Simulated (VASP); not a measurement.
Here is a VASP 6.6.1 calculation.

File INCAR:

```
SYSTEM = Mg3SiO3
  PREC = Accurate
  ENCUT = 520
  EDIFF = 1E-6
  ISMEAR = 0
  SIGMA = 0.05
  LREAL = .False.
  LASPH = .True.
  NELM = 150
  ALGO = Normal
  ISIF = 2
  LWAVE = .False.
  LCHARG = .True.
  ISPIN = 2
  MAGMOM = 0 0 0 0 0 0 2
  LORBIT = 11
  LDIPOL = .True.
  IDIPOL = 3
  DIPOL = 0.5 0.5 0.342
  GGA = PE
  LELF = .True.
  LVHAR = .True.
  LVACPOTAV = .True.
  NBANDS = 27
```

File KPOINTS:

```
Automatic mesh
0
Gamma
  9 9 1
  0 0 0
```

Contents of POSCAR:

```
Mg3SiO3
1.0
    3.0085896295      0.0000000000      0.0000000000
    0.0000000000      3.0085896295      0.0000000000
    0.0000000000      0.0000000000     19.7799623107
Mg O Si
3 3 1
Direct
    0.5000000000      0.5000000000      0.2022248545
    0.0000000000      0.0000000000      0.3100331116
    0.5000000000      0.5000000000      0.4161289118
    0.0000000000      0.0000000000      0.2022248545
    0.5000000000      0.5000000000      0.3095409235
    0.0000000000      0.0000000000      0.4186035434
    0.1250000000      0.1250000000      0.5386001657
```

Potentials or basis: VASP PAW PBE potentials, release 64 (Mg, O, Si).

Run with:

```bash
$ cat potpaw_PBE.64/Mg/POTCAR potpaw_PBE.64/O/POTCAR potpaw_PBE.64/Si/POTCAR > POTCAR
$ mpirun -np 1 vasp_std > vasp.out
```

(1) What does it give for the net moment?

(2) What does it give for the largest force?

## Answers

(1) 0.00 μB per cell.

(2) 0.646 eV/Å.
